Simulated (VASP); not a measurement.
# TiAl (P-6m2) in VASP: further runs

TiAl is run at these levels: LDA; tasks: single point.

Program: VASP 6.6.1. These are calculated values, not measurements. Logs are shortened: lines on timing, memory, paths and dates and some standing lists are left out, and cuts for length are marked.

## 1. The cell of the first run

The structure is hexagonal, space group P-6m2 (No. 187). Conventional cell: a = 2.885 Å, b = 2.885 Å, c = 4.709 Å, α = 90.00°, β = 90.00°, γ = 120.00°. Ti (site symmetry -6m2) has 6 Al at 2.88 Å and 6 Ti at 2.89 Å within 3.8 Å. Al (site symmetry -6m2) has 6 Ti at 2.88 Å and 6 Al at 2.89 Å within 3.8 Å.

## 2. Single point, LDA, collinear spin (16.97 Å³/atom)

Input file INCAR:

```
PREC     = Accurate       # precision mode
ENCUT    = 520            # plane-wave cutoff, eV
EDIFF    = 1E-6           # SCF threshold, eV
ISMEAR   = 0              # smearing method
SIGMA    = 0.15           # smearing width, eV
LREAL    = False          # projectors in reciprocal space
LASPH    = True           # aspherical terms in the spheres
NELM     = 150            # most SCF steps
ALGO     = Normal         # electronic algorithm
ISIF     = 2              # what is computed and relaxed
LWAVE    = False          # write WAVECAR
LCHARG   = False          # write CHGCAR
ISPIN    = 2              # spin polarisation
MAGMOM   = 0.875 0        # initial moments
LORBIT   = 11             # projections on sites
NUPDOWN  = 0.875          # fixed moment
LMAXMIX  = 4              # l up to which the mixer works
NBANDS   = 18             # bands
```

Input file KPOINTS:

```
Automatic mesh
0
Gamma
  21 21 12
```

Input file POSCAR:

```
TiAl
1.0
    2.8851007109      0.0000000000      0.0000000000
   -1.4425503555      2.4985705081      0.0000000000
    0.0000000000      0.0000000000      4.7093569155
Ti Al
1 1
Direct
    0.0000000000      0.0000000000      0.0000000000
    0.3333333333      0.6666666667      0.5000000000
```

Potentials or basis: VASP PAW LDA potentials, release 64 (Ti_sv, Al).

The run is started by

```bash
> cat potpaw_LDA.64/Ti_sv/POTCAR potpaw_LDA.64/Al/POTCAR > POTCAR
> mpirun -np 1 vasp_std > vasp.out
```

OUTCAR:

```text
PREC = Accurate
   ENCUT = 520
   EDIFF = 1E-6
   ISMEAR = 0
   LREAL = False
   LASPH = True
   NELM = 150
   ISIF = 2
   ISPIN = 2
   LORBIT = 11
   NUPDOWN = 0.875

 ion  position               nearest neighbor table
   1  0.000  0.000  0.000-   2 2.88   2 2.88   2 2.88   2 2.88   2 2.88   2 2.88
   2  0.333  0.667  0.500-   1 2.88   1 2.88   1 2.88   1 2.88   1 2.88   1 2.88

  LATTYP: Found a hexagonal cell.
 ALAT       =     2.8851007109
 C/A-ratio  =     1.6323024350

  Lattice vectors:

 A1 = (   2.8851007109,   0.0000000000,   0.0000000000)
 A2 = (  -1.4425503555,   2.4985705081,   0.0000000000)
 A3 = (   0.0000000000,   0.0000000000,   4.7093569155)

Analysis of symmetry for initial positions (statically):
=====================================================================
 Subroutine PRICEL returns:
 Original cell was already a primitive cell.

 Routine SETGRP: Setting up the symmetry group for a
 hexagonal supercell.

 Subroutine GETGRP returns: Found 12 space group operations
 (whereof 12 operations were pure point group operations)
 out of a pool of 24 trial point group operations.

The static configuration has the point symmetry D_3h.

Analysis of symmetry for dynamics (positions and initial velocities):
=====================================================================
 Subroutine PRICEL returns:
 Original cell was already a primitive cell.

 Routine SETGRP: Setting up the symmetry group for a
 hexagonal supercell.

 Subroutine GETGRP returns: Found 12 space group operations
 (whereof 12 operations were pure point group operations)
 out of a pool of 24 trial point group operations.

The dynamic configuration has the point symmetry D_3h.

Analysis of structural, dynamic, and magnetic symmetry:
=====================================================================
 Subroutine PRICEL returns:
 Original cell was already a primitive cell.

 Routine SETGRP: Setting up the symmetry group for a
 hexagonal supercell.

 Subroutine GETGRP returns: Found 12 space group operations
 (whereof 12 operations were pure point group operations)
 out of a pool of 24 trial point group operations.

The overall configuration has the point symmetry D_3h.

 Subroutine INISYM returns: Found 12 space group operations
 (whereof 12 operations are pure point group operations),
 and found     1 'primitive' translations

----------------------------------------------------------------------------------------

                                     Primitive cell

  volume of cell :      33.9480

  direct lattice vectors                    reciprocal lattice vectors
     2.885100711  0.000000000  0.000000000     0.346608351  0.200114425  0.000000000
    -1.442550356  2.498570508  0.000000000     0.000000000  0.400228850  0.000000000
     0.000000000  0.000000000  4.709356915     0.000000000  0.000000000  0.212343218

  length of vectors
     2.885100711  2.885100711  4.709356915     0.400228850  0.400228850  0.212343218

  position of ions in fractional coordinates (direct lattice)
     0.000000000  0.000000000  0.000000000
     0.333333333  0.666666667  0.500000000

  ion indices of the primitive-cell ions
   primitive index   ion index
                 1           1
                 2           2

----------------------------------------------------------------------------------------

 KPOINTS: Automatic mesh

Automatic generation of k-mesh.
 Grid dimensions read from file:
 generate k-points for:   21   21   12

 Generating k-lattice:

  Cartesian coordinates                     Fractional coordinates (reciprocal lattice)
     0.016505160  0.009529258  0.000000000     0.047619048  0.000000000  0.000000000
     0.000000000  0.019058517  0.000000000     0.000000000  0.047619048  0.000000000
     0.000000000  0.000000000  0.017695268     0.000000000  0.000000000  0.083333333

  Length of vectors
     0.019058517  0.019058517  0.017695268

  Shift w.r.t. Gamma in fractional coordinates (k-lattice)
     0.000000000  0.000000000  0.000000000

 Subroutine IBZKPT returns following result:
 ===========================================

 Found    336 irreducible k-points:

 Following reciprocal coordinates:
            Coordinates               Weight
  0.000000  0.000000  0.000000      1.000000
  0.047619  0.000000  0.000000      6.000000
  0.095238 -0.000000  0.000000      6.000000
  0.142857 -0.000000  0.000000      6.000000
  0.190476 -0.000000  0.000000      6.000000
  0.238095  0.000000  0.000000      6.000000
[... 16 lines left out ...]
  0.142857  0.095238  0.000000     12.000000
  0.190476  0.095238  0.000000     12.000000
 [... further k-points ...]
   k-points           NKPTS =    336   k-points in BZ     NKDIM =    336   number of bands    NBANDS=     18
   number of dos      NEDOS =    301   number of ions     NIONS =      2
   total plane-waves  NPLWV =  20736
   dimension x,y,z NGX =    24 NGY =   24 NGZ =   36
   dimension x,y,z NGXF=    48 NGYF=   48 NGZF=   72
   ions per type =               1   1
   NGX,Y,Z   is equivalent  to a cutoff of  13.83, 13.83, 12.71 a.u.
   NGXF,Y,Z  is equivalent  to a cutoff of  27.66, 27.66, 25.42 a.u.
 SYSTEM =  unknown system
   PREC   = accura    normal or accurate (medium, high low for compatibility)
   ISTART =      0    job   : 0-new  1-cont  2-samecut
   ICHARG =      2    charge: 1-file 2-atom 10-const
   ISPIN  =      2    spin polarized calculation?
   LNONCOLLINEAR =      F non collinear calculations
   LSORBIT =      F    spin-orbit coupling
   LASPH  =      T    aspherical Exc in radial PAW
   ENCUT  =  520.0 eV  38.22 Ry    6.18 a.u.   5.36  5.36  8.76*2*pi/ulx,y,z
   NELM   =    150;   NELMIN=  2; NELMDL= -5     # of ELM steps
   EDIFF  = 0.1E-05   stopping-criterion for ELM
   LREAL  =      F    real-space projection
   EDIFFG = 0.1E-04   stopping-criterion for IOM
   NSW    =      0    number of steps for IOM
   IBRION =     -1    ionic relax: 0-MD 1-quasi-New 2-CG
   NFREE  =      0    steps in history (QN), initial steepest desc. (CG)
   ISIF   =      2    stress and relaxation
   ISYM   =      2    0-nonsym 1-usesym 2-fastsym
   POTIM  = 0.5000    time-step for ionic-motion
   TEBEG  =    0.0;   TEEND  =   0.0 temperature during run
   PSTRESS=    0.0 pullay stress
   NELECT =      15.0000    total number of electrons
   NUPDOWN=       0.8750    fix difference up-down
   EMIN   =  10.00;   EMAX   =-10.00  energy-range for DOS
   EFERMI =   0.00;   METHOD = LEGACY
   ISMEAR =     0;   SIGMA  =   0.15  broadening in eV -4-tet -1-fermi 0-gaus
   EFERMI_NEDOS =   21; number of points for ismear=-14 and -15
   IALGO  =     38    algorithm
   IMIX   =      4    mixing-type and parameters
     AMIX     =   0.40;   BMIX     =  1.00
     AMIX_MAG =   1.60;   BMIX_MAG =  1.00
  volume/ion in A,a.u.               =      16.97       114.55
  Fermi-wavevector in a.u.,A,eV,Ry     =   1.246906  2.356311 21.154006  1.554776
  Thomas-Fermi vector in A             =   2.381063
   LORBIT       =     11    0 simple, 1 ext, 2 COOP (PROOUT), +10 PAW based schemes
   GGA     = CA    functional components
   LHFCALC =     F    Hartree Fock is set to
   AEXX    =    0.0000 exact exchange contribution
   IVDW    =     0    specifies the selected vdW correction
   LEPSILON=     F    determine dielectric tensor
   LRPA    =     F    only Hartree local field effects (RPA)
 spin polarized calculation
 Gauss-broadening in eV      SIGMA  =   0.15
  energy-cutoff  :      520.00
  volume of cell :       33.95
 maximum number of plane-waves:       941
 NGX is ok and might be reduce to    24
   NGX = 11   NGY = 11   NGZ = 17

 number of electron      14.9999997 magnetization       0.8750000

 Free energy of the ion-electron system (eV)
  ---------------------------------------------------
  ext. energy  EPLUGINS =         0.00000000
  ---------------------------------------------------
  free energy    TOTEN  =       -13.13110545 eV

  energy without entropy =      -13.11174145  energy(sigma->0) =      -13.12142345

 E-fermi :   7.3701     XC(G=0): -11.0640

 val. band max:        7.7665624152   @ k =   0.1905   0.0952   0.5000
 cond. band min:       7.3716934867   @ k =   0.0952  -0.0000   0.4167
 fundamental gap:     -0.3948689284
 Fermi energy:         7.7736156333

 spin component 1

 k-point     1 :       0.0000    0.0000    0.0000
  band No.  band energies     occupation
      1     -48.5835      1.00000
      2     -25.2785      1.00000
      3     -24.8833      1.00000
      4     -24.8833      1.00000
      5      -1.4465      1.00000
      6       4.9605      1.00000
[... 10 lines left out ...]
     17      21.1893      0.00000
     18      24.2993      0.00000
[... 463 lines left out ...]
 k-point    24 :       0.1905    0.0952    0.0000
  band No.  band energies     occupation
      1     -48.5362      1.00000
      2     -25.2325      1.00000
      3     -25.1616      1.00000
      4     -24.9614      1.00000
      5       0.0740      1.00000
      6       5.7236      1.00000
[... 10 lines left out ...]
     17      22.3298      0.00000
     18      23.2717      0.00000

 [... further k-points ...]

 spin component 2

 k-point     1 :       0.0000    0.0000    0.0000
  band No.  band energies     occupation
      1     -48.1429      1.00000
      2     -24.8850      1.00000
      3     -24.4219      1.00000
      4     -24.4219      1.00000
      5      -1.2492      1.00000
      6       5.4579      1.00000
[... 10 lines left out ...]
     17      21.5898      0.00000
     18      24.5075      0.00000
[... 463 lines left out ...]
 k-point    24 :       0.1905    0.0952    0.0000
  band No.  band energies     occupation
      1     -48.0960      1.00000
      2     -24.8388      1.00000
      3     -24.6982      1.00000
      4     -24.4994      1.00000
      5       0.2679      1.00000
      6       6.0028      1.00000
[... 10 lines left out ...]
     17      22.5683      0.00000
     18      23.6166      0.00000

 [... further k-points ...]
[... 5 lines left out ...]
  --------------------------------------------------------------------------------------
  -------------------------------------------------------------------------------------
  Total       -1.2318020     -1.2318020     -2.0936875      0.0000000      0.0000000      0.0000000
  in kB      -58.1349494    -58.1349494    -98.8116706      0.0000000      0.0000000      0.0000000
  external PRESSURE =     -71.6938565 kB  Pullay stress =       0.0000000 kB

 VOLUME and BASIS-vectors are now :
 -----------------------------------------------------------------------------
  energy-cutoff  :      520.00
  volume of cell :       33.95
      direct lattice vectors                 reciprocal lattice vectors
     2.885100711  0.000000000  0.000000000     0.346608351  0.200114425  0.000000000
    -1.442550356  2.498570508  0.000000000     0.000000000  0.400228850  0.000000000
     0.000000000  0.000000000  4.709356915     0.000000000  0.000000000  0.212343218

 POSITION                                       TOTAL-FORCE (eV/Angst)
 -----------------------------------------------------------------------------------
      0.00000      0.00000      0.00000        -0.000000      0.000000      0.000000
     -0.00000      1.66571      2.35468         0.000000     -0.000000      0.000000
 -----------------------------------------------------------------------------------
    total drift:                                0.000000     -0.000000      0.000000

  FREE ENERGIE OF THE ION-ELECTRON SYSTEM (eV)
  ---------------------------------------------------
  free  energy   TOTEN  =       -13.1311054480 eV

  energy  without entropy=      -13.1117414502  energy(sigma->0) =      -13.12142345

 total charge

# of ion       s       p       d       tot
------------------------------------------
    1        2.216   6.122   1.927  10.266
    2        0.437   0.374   0.000   0.811
--------------------------------------------------
tot          2.653   6.496   1.927  11.077

 magnetization (x)

# of ion       s       p       d       tot
------------------------------------------
    1        0.007   0.042   0.484   0.533
    2        0.002   0.018   0.000   0.019
--------------------------------------------------
tot          0.008   0.060   0.484   0.553
```

Run time: 9 min. Hardware: 1 thread of Oxide Virtual Turin-like, shared host; peak memory 0.36 GiB.

What came out:

| Item | Value |
| --- | --- |
| Free energy | -13.1311 eV |
| Pressure | -7.2 GPa |
| Net moment | 0.88 μB per cell |
| Site moments | Ti +0.53; Al +0.02 μB |
| Valence electrons inside the program's atomic spheres | Ti 10.27; Al 0.81 |

Caveat: the cell stands under tension; the total moment is fixed, so each spin has its own Fermi level.

(Continued in part 2 of 2.)
